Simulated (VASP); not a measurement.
# SiC (P6_3mc) in VASP: further runs

The runs below take SiC through single point, with PBEsol.

Program: VASP 6.6.1. These are calculated values, not measurements. Logs are shortened: lines on timing, memory, paths and dates and some standing lists are left out, and cuts for length are marked.

### 1 The cell of the first run

The structure is hexagonal, space group P6_3mc (No. 186). Conventional cell: a = 3.076 Å, b = 3.076 Å, c = 5.048 Å, α = 90.00°, β = 90.00°, γ = 120.00°. Si (site symmetry 3m) has 4 C at 1.88 to 1.90 Å within 2.5 Å. Within 2.5 Å of C (site symmetry 3m) lie 4 Si at 1.88 to 1.90 Å.

### 2 Single point, PBEsol

Input file INCAR:

```
SYSTEM = SiC
PREC     = Accurate       ! precision mode
ENCUT    = 520            ! plane-wave cutoff, eV
EDIFF    = 1E-7           ! SCF threshold, eV
ISMEAR   = 0              ! smearing method
SIGMA    = 0.01           ! smearing width, eV
LREAL    = .FALSE.        ! projectors in reciprocal space
LASPH    = .TRUE.         ! aspherical terms in the spheres
NELM     = 80             ! most SCF steps
ALGO     = Normal         ! electronic algorithm
ISIF     = 2              ! what is computed and relaxed
LWAVE    = .FALSE.        ! write WAVECAR
LCHARG   = .FALSE.        ! write CHGCAR
GGA      = PS             ! functional
NBANDS   = 16             ! bands
```

Input file KPOINTS:

```
regular mesh
0
G
  8 8 6
  0 0 0
```

Input file POSCAR:

```
SiC
1.0
    3.0757714184      0.0000000000      0.0000000000
   -1.5378857092      2.6636961846      0.0000000000
    0.0000000000      0.0000000000      5.0475370447
Si C
2 2
Direct
    0.3333333333      0.6666666667      0.0045933970
    0.6666666667      0.3333333333      0.5045933970
    0.3333333333      0.6666666667      0.3804066030
    0.6666666667      0.3333333333      0.8804066030
```

Potentials or basis: VASP PAW PBE potentials, release 64 (Si, C).

On the command line:

```console
cat potpaw_PBE.64/Si/POTCAR potpaw_PBE.64/C/POTCAR > POTCAR
mpirun -np 1 vasp_std > vasp.out
```

OUTCAR:

```text
SYSTEM = SiC
   PREC = Accurate
   ENCUT = 520
   EDIFF = 1E-7
   ISMEAR = 0
   LREAL = .FALSE.
   LASPH = .TRUE.
   NELM = 80
   ISIF = 2
   GGA = PS

 ion  position               nearest neighbor table
   1  0.333  0.667  0.005-   4 1.88   4 1.88   4 1.88   3 1.90   2 3.09   2 3.09   2 3.09   2 3.09
                             2 3.09   2 3.09
   2  0.667  0.333  0.505-   3 1.88   3 1.88   3 1.88   4 1.90   1 3.09   1 3.09   1 3.09   1 3.09
                             1 3.09   1 3.09
   3  0.333  0.667  0.380-   2 1.88   2 1.88   2 1.88   1 1.90
   4  0.667  0.333  0.880-   1 1.88   1 1.88   1 1.88   2 1.90

  LATTYP: Found a hexagonal cell.
 ALAT       =     3.0757714184
 C/A-ratio  =     1.6410637717

  Lattice vectors:

 A1 = (   3.0757714184,   0.0000000000,   0.0000000000)
 A2 = (  -1.5378857092,   2.6636961846,   0.0000000000)
 A3 = (   0.0000000000,   0.0000000000,   5.0475370447)

Analysis of symmetry for initial positions (statically):
=====================================================================
 Subroutine PRICEL returns:
 Original cell was already a primitive cell.

 Routine SETGRP: Setting up the symmetry group for a
 hexagonal supercell.

 Subroutine GETGRP returns: Found 12 space group operations
 (whereof  6 operations were pure point group operations)
 out of a pool of 24 trial point group operations.

The static configuration has the point symmetry C_3v.
 The point group associated with its full space group is C_6v.

Analysis of symmetry for dynamics (positions and initial velocities):
=====================================================================
 Subroutine PRICEL returns:
 Original cell was already a primitive cell.

 Routine SETGRP: Setting up the symmetry group for a
 hexagonal supercell.

 Subroutine GETGRP returns: Found 12 space group operations
 (whereof  6 operations were pure point group operations)
 out of a pool of 24 trial point group operations.

The dynamic configuration has the point symmetry C_3v.
 The point group associated with its full space group is C_6v.

 Subroutine INISYM returns: Found 12 space group operations
 (whereof  6 operations are pure point group operations),
 and found     1 'primitive' translations

----------------------------------------------------------------------------------------

                                     Primitive cell

  volume of cell :      41.3541

  direct lattice vectors                    reciprocal lattice vectors
     3.075771418  0.000000000  0.000000000     0.325121689  0.187709095  0.000000000
    -1.537885709  2.663696185  0.000000000     0.000000000  0.375418190  0.000000000
     0.000000000  0.000000000  5.047537045     0.000000000  0.000000000  0.198116426

  length of vectors
     3.075771418  3.075771418  5.047537045     0.375418190  0.375418190  0.198116426

  position of ions in fractional coordinates (direct lattice)
     0.333333333  0.666666667  0.004593397
     0.666666667  0.333333333  0.504593397
     0.333333333  0.666666667  0.380406603
     0.666666667  0.333333333  0.880406603

  ion indices of the primitive-cell ions
   primitive index   ion index
                 1           1
                 2           2
                 3           3
                 4           4

----------------------------------------------------------------------------------------

 KPOINTS: regular mesh

Automatic generation of k-mesh.
 Grid dimensions read from file:
 generate k-points for:    8    8    6

 Generating k-lattice:

  Cartesian coordinates                     Fractional coordinates (reciprocal lattice)
     0.040640211  0.023463637  0.000000000     0.125000000 -0.000000000  0.000000000
     0.000000000  0.046927274  0.000000000     0.000000000  0.125000000  0.000000000
     0.000000000  0.000000000  0.033019404     0.000000000  0.000000000  0.166666667

  Length of vectors
     0.046927274  0.046927274  0.033019404

  Shift w.r.t. Gamma in fractional coordinates (k-lattice)
     0.000000000  0.000000000  0.000000000

 Subroutine IBZKPT returns following result:
 ===========================================

 Found     40 irreducible k-points:

 Following reciprocal coordinates:
            Coordinates               Weight
  0.000000  0.000000  0.000000      1.000000
  0.125000  0.000000  0.000000      6.000000
  0.250000  0.000000  0.000000      6.000000
  0.375000  0.000000  0.000000      6.000000
  0.500000  0.000000  0.000000      3.000000
  0.125000  0.125000  0.000000      6.000000
[... 16 lines left out ...]
  0.250000  0.000000  0.333333     12.000000
  0.375000  0.000000  0.333333     12.000000
 [... further k-points ...]
   k-points           NKPTS =     40   k-points in BZ     NKDIM =     40   number of bands    NBANDS=     16
   number of dos      NEDOS =    301   number of ions     NIONS =      4
   total plane-waves  NPLWV =  23040
   dimension x,y,z NGX =    24 NGY =   24 NGZ =   40
   dimension x,y,z NGXF=    48 NGYF=   48 NGZF=   80
   ions per type =               2   2
   NGX,Y,Z   is equivalent  to a cutoff of  12.97, 12.97, 13.17 a.u.
   NGXF,Y,Z  is equivalent  to a cutoff of  25.94, 25.94, 26.35 a.u.
 SYSTEM =  SiC
   PREC   = accura    normal or accurate (medium, high low for compatibility)
   ISTART =      0    job   : 0-new  1-cont  2-samecut
   ICHARG =      2    charge: 1-file 2-atom 10-const
   ISPIN  =      1    spin polarized calculation?
   LNONCOLLINEAR =      F non collinear calculations
   LSORBIT =      F    spin-orbit coupling
   LASPH  =      T    aspherical Exc in radial PAW
   ENCUT  =  520.0 eV  38.22 Ry    6.18 a.u.   5.72  5.72  9.39*2*pi/ulx,y,z
   NELM   =     80;   NELMIN=  2; NELMDL= -5     # of ELM steps
   EDIFF  = 0.1E-06   stopping-criterion for ELM
   LREAL  =      F    real-space projection
   EDIFFG = 0.1E-05   stopping-criterion for IOM
   NSW    =      0    number of steps for IOM
   IBRION =     -1    ionic relax: 0-MD 1-quasi-New 2-CG
   NFREE  =      0    steps in history (QN), initial steepest desc. (CG)
   ISIF   =      2    stress and relaxation
   ISYM   =      2    0-nonsym 1-usesym 2-fastsym
   POTIM  = 0.5000    time-step for ionic-motion
   TEBEG  =    0.0;   TEEND  =   0.0 temperature during run
   PSTRESS=    0.0 pullay stress
   NELECT =      16.0000    total number of electrons
   NUPDOWN=      -1.0000    fix difference up-down
   EMIN   =  10.00;   EMAX   =-10.00  energy-range for DOS
   EFERMI =   0.00;   METHOD = LEGACY
   ISMEAR =     0;   SIGMA  =   0.01  broadening in eV -4-tet -1-fermi 0-gaus
   EFERMI_NEDOS =   21; number of points for ismear=-14 and -15
   IALGO  =     38    algorithm
   IMIX   =      4    mixing-type and parameters
     AMIX     =   0.40;   BMIX     =  1.00
     AMIX_MAG =   1.60;   BMIX_MAG =  1.00
  volume/ion in A,a.u.               =      10.34        69.77
  Fermi-wavevector in a.u.,A,eV,Ry     =   1.192913  2.254279 19.361651  1.423041
  Thomas-Fermi vector in A             =   2.328940
   LORBIT       =      0    0 simple, 1 ext, 2 COOP (PROOUT), +10 PAW based schemes
   GGA     = PS    functional components
   LHFCALC =     F    Hartree Fock is set to
   AEXX    =    0.0000 exact exchange contribution
   IVDW    =     0    specifies the selected vdW correction
   LEPSILON=     F    determine dielectric tensor
   LRPA    =     F    only Hartree local field effects (RPA)
 non-spin polarized calculation
 Gauss-broadening in eV      SIGMA  =   0.01
  energy-cutoff  :      520.00
  volume of cell :       41.35
 maximum number of plane-waves:      1132
 NGX is ok and might be reduce to    24
   NGX = 11   NGY = 11   NGZ = 19

 number of electron      15.9999999 magnetization

 Free energy of the ion-electron system (eV)
  ---------------------------------------------------
  ext. energy  EPLUGINS =         0.00000000
  ---------------------------------------------------
  free energy    TOTEN  =       -31.82089370 eV

  energy without entropy =      -31.82089370  energy(sigma->0) =      -31.82089370

 E-fermi :   8.2759     XC(G=0): -11.5001

 val. band max:        8.2118317718   @ k =   0.0000   0.0000   0.0000
 cond. band min:      10.5835748962   @ k =   0.3750   0.2500   0.0000
 fundamental gap:      2.3717431244
 Fermi energy:         8.2759486065

 k-point     1 :       0.0000    0.0000    0.0000
  band No.  band energies     occupation
      1      -7.3802      2.00000
      2      -3.7749      2.00000
      3      -0.5527      2.00000
      4       6.8894      2.00000
      5       6.8894      2.00000
      6       8.0987      2.00000
[... 8 lines left out ...]
     15      17.1066      0.00000
     16      19.4322      0.00000

 k-point     2 :       0.1250    0.0000    0.0000
  band No.  band energies     occupation
      1      -7.1086      2.00000
      2      -3.5439      2.00000
      3      -0.3021      2.00000
      4       5.4967      2.00000
      5       6.4509      2.00000
      6       7.2461      2.00000
[... 8 lines left out ...]
     15      17.7194      0.00000
     16      17.9634      0.00000

 k-point     3 :       0.2500    0.0000    0.0000
  band No.  band energies     occupation
      1      -6.3108      2.00000
      2      -2.9061      2.00000
      3       0.3870      2.00000
      4       3.0569      2.00000
      5       5.2456      2.00000
      6       5.6703      2.00000
[... 8 lines left out ...]
     15      18.1769      0.00000
     16      18.9371      0.00000

 k-point     4 :       0.3750    0.0000    0.0000
  band No.  band energies     occupation
      1      -5.0720      2.00000
      2      -2.2478      2.00000
      3       0.5521      2.00000
      4       1.9725      2.00000
      5       3.1770      2.00000
      6       5.0791      2.00000
[... 8 lines left out ...]
     15      19.3573      0.00000
     16      20.2064      0.00000
[... 324 lines left out ...]
 k-point    22 :       0.1250    0.0000    0.3333
  band No.  band energies     occupation
      1      -6.5704      2.00000
      2      -5.0465      2.00000
      3       2.0186      2.00000
      4       5.5334      2.00000
      5       5.9303      2.00000
      6       6.7857      2.00000
[... 8 lines left out ...]
     15      16.8627      0.00000
     16      18.6458      0.00000

 k-point    23 :       0.2500    0.0000    0.3333
  band No.  band energies     occupation
      1      -5.7842      2.00000
      2      -4.3075      2.00000
      3       2.1401      2.00000
      4       3.8673      2.00000
      5       4.1484      2.00000
      6       6.0524      2.00000
[... 8 lines left out ...]
     15      18.4825      0.00000
     16      18.9880      0.00000

 k-point    24 :       0.3750    0.0000    0.3333
  band No.  band energies     occupation
      1      -4.5770      2.00000
      2      -3.2558      2.00000
      3       0.6023      2.00000
      4       1.8605      2.00000
      5       4.1426      2.00000
      6       5.4836      2.00000
[... 8 lines left out ...]
     15      19.8595      0.00000
     16      20.0809      0.00000

 [... further k-points ...]

------------------------ aborting loop because EDIFF is reached ----------------------------------------

  FORCE on cell =-STRESS in cart. coord.  units (eV):
  Direction    XX          YY          ZZ          XY          YZ          ZX
  --------------------------------------------------------------------------------------
  -------------------------------------------------------------------------------------
  Total        0.1035247      0.1035247      0.0955661      0.0000000      0.0000000     -0.0000000
  in kB        4.0108494      4.0108494      3.7025086      0.0000000      0.0000000     -0.0000000
  external PRESSURE =       3.9080691 kB  Pullay stress =       0.0000000 kB

 VOLUME and BASIS-vectors are now :
 -----------------------------------------------------------------------------
  energy-cutoff  :      520.00
  volume of cell :       41.35
      direct lattice vectors                 reciprocal lattice vectors
     3.075771418  0.000000000  0.000000000     0.325121689  0.187709095  0.000000000
    -1.537885709  2.663696185  0.000000000     0.000000000  0.375418190  0.000000000
     0.000000000  0.000000000  5.047537045     0.000000000  0.000000000  0.198116426

 POSITION                                       TOTAL-FORCE (eV/Angst)
 -----------------------------------------------------------------------------------
     -0.00000      1.77580      0.02319         0.000000      0.000000     -0.000275
      1.53789      0.88790      2.54695        -0.000000     -0.000000     -0.000275
     -0.00000      1.77580      1.92012         0.000000      0.000000      0.000275
      1.53789      0.88790      4.44388        -0.000000      0.000000      0.000275
 -----------------------------------------------------------------------------------
    total drift:                               -0.000000     -0.000000     -0.000246

  FREE ENERGIE OF THE ION-ELECTRON SYSTEM (eV)
  ---------------------------------------------------
  free  energy   TOTEN  =       -31.8208936982 eV

  energy  without entropy=      -31.8208936982  energy(sigma->0) =      -31.82089370
```

It took 9.2 s on 1 thread of Intel Xeon 6975P-C (Granite Rapids), shared host; peak memory 0.16 GiB.

Results:

```
Free energy            : -31.8209 eV
Pressure               : 0.4 GPa
Band gap on the k mesh : 2.37 eV, indirect (least direct gap 3.85 eV)
```

Levels at points of the mesh, in eV from the valence-band top:
```
           k point  band 5  band 6  band 7  band 8  band 9  band 10  band 11  band 12
(0.00, 0.00, 0.00)   -1.32   -0.11    0.00    0.00    4.74     6.15     6.59     6.59
(0.50, 0.00, 0.00)   -5.48   -3.34   -3.34   -1.20    2.65     4.12     6.80     7.04
(0.00, 0.00, 0.50)   -0.71   -0.71   -0.71   -0.71    5.83     5.83     7.27     7.27
(0.50, 0.00, 0.50)   -2.46   -2.46   -2.34   -2.34    3.17     3.17     5.16     5.16
```

Caveat: the PAW data sets were made with another functional, which shifts forces and pressure a little.

### 3 Single point, PBEsol

Input file INCAR:

```
  ALGO = Normal
  EDIFF = 1E-6
  ENCUT = 520
  GGA = PS
  ISIF = 2
  ISMEAR = 0
  LASPH = True
  LCHARG = True
  LELF = True
  LREAL = False
  LVHAR = True
  LWAVE = False
  NBANDS = 16
  NELM = 80
  PREC = Accurate
  SIGMA = 0.01
```

Input file KPOINTS:

```
k-points
0
Gamma
  8 8 6
```

POSCAR is that of step 2.

Potentials or basis: VASP PAW PBE potentials, release 64 (Si, C).

On the command line:

```console
cat potpaw_PBE.64/Si/POTCAR potpaw_PBE.64/C/POTCAR > POTCAR
mpirun -np 1 vasp_std > vasp.out
```

Wall time 8.6 s (1 thread of Intel Xeon 6975P-C (Granite Rapids), shared host); peak memory 0.16 GiB.

Results (log left out):

| Item | Value |
| --- | --- |
| Free energy | -31.8209 eV |
| Pressure | 0.4 GPa |
| Band gap on the k mesh | 2.37 eV, indirect (least direct gap 3.85 eV) |

Levels at points of the mesh, in eV from the valence-band top:
| k point | band 5 | band 6 | band 7 | band 8 | band 9 | band 10 | band 11 | band 12 |
| --- | --- | --- | --- | --- | --- | --- | --- | --- |
| (0.00, 0.00, 0.00) | -1.32 | -0.11 | 0.00 | 0.00 | 4.74 | 6.15 | 6.59 | 6.59 |
| (0.50, 0.00, 0.00) | -5.48 | -3.34 | -3.34 | -1.20 | 2.65 | 4.12 | 6.80 | 7.04 |
| (0.00, 0.00, 0.50) | -0.71 | -0.71 | -0.71 | -0.71 | 5.83 | 5.83 | 7.27 | 7.27 |
| (0.50, 0.00, 0.50) | -2.46 | -2.46 | -2.34 | -2.34 | 3.17 | 3.17 | 5.16 | 5.16 |

Caveat: the PAW data sets were made with another functional, which shifts forces and pressure a little. A k mesh can miss the band edges.

### 4 Single point, PBEsol

This run uses another cell than the first one, of 10.18 Å³/atom, 0.985 times its volume.

Input file INCAR:

```
ALGO = Normal
EDIFF = 1E-6
ENCUT = 520
GGA = PS
ISIF = 2
ISMEAR = 0
LASPH = T
LCHARG = F
LREAL = F
LWAVE = F
NBANDS = 16
NELM = 60
PREC = Accurate
SIGMA = 0.01
```

KPOINTS is that of step 3.

Input file POSCAR:

```
SiC
1.0
    3.0603925614      0.0000000000      0.0000000000
   -1.5301962807      2.6503777037      0.0000000000
    0.0000000000      0.0000000000      5.0222993595
Si C
2 2
Direct
    0.3333333333      0.6666666667      0.0045933970
    0.6666666667      0.3333333333      0.5045933970
    0.3333333333      0.6666666667      0.3804066030
    0.6666666667      0.3333333333      0.8804066030
```

On the command line:

```console
cat potpaw_PBE.64/Si/POTCAR potpaw_PBE.64/C/POTCAR > POTCAR
mpirun -np 1 vasp_std > vasp.out
```

Run time: 8.9 s. Hardware: 1 thread of Intel Xeon 6975P-C (Granite Rapids), shared host; peak memory 0.16 GiB.

It converged, with:

```yaml
Free_energy: -31.8126 eV
Pressure: 3.8 GPa
Band_gap_on_the_k_mesh: 2.35 eV, indirect (least direct gap 3.88 eV)
```

Forces in eV/Å, atoms in the order of the input:
```
Si   0.000  0.000  0.002
Si   0.000  0.000  0.002
C    0.000  0.000 -0.002
C    0.000  0.000 -0.002
```

Stress tensor (GPa, compression positive):
```
3.88 0.00 0.00
0.00 3.88 0.00
0.00 0.00 3.77
```

Levels at points of the mesh, in eV from the valence-band top:
| k point | band 5 | band 6 | band 7 | band 8 | band 9 | band 10 | band 11 | band 12 |
| --- | --- | --- | --- | --- | --- | --- | --- | --- |
| (0.00, 0.00, 0.00) | -1.33 | -0.11 | 0.00 | 0.00 | 4.87 | 6.31 | 6.68 | 6.68 |
| (0.50, 0.00, 0.00) | -5.53 | -3.39 | -3.38 | -1.20 | 2.68 | 4.14 | 6.91 | 7.10 |
| (0.00, 0.00, 0.50) | -0.72 | -0.72 | -0.72 | -0.72 | 5.96 | 5.96 | 7.35 | 7.35 |
| (0.50, 0.00, 0.50) | -2.48 | -2.48 | -2.36 | -2.36 | 3.20 | 3.20 | 5.22 | 5.22 |

Caveat: the PAW data sets were made with another functional, which shifts forces and pressure a little.
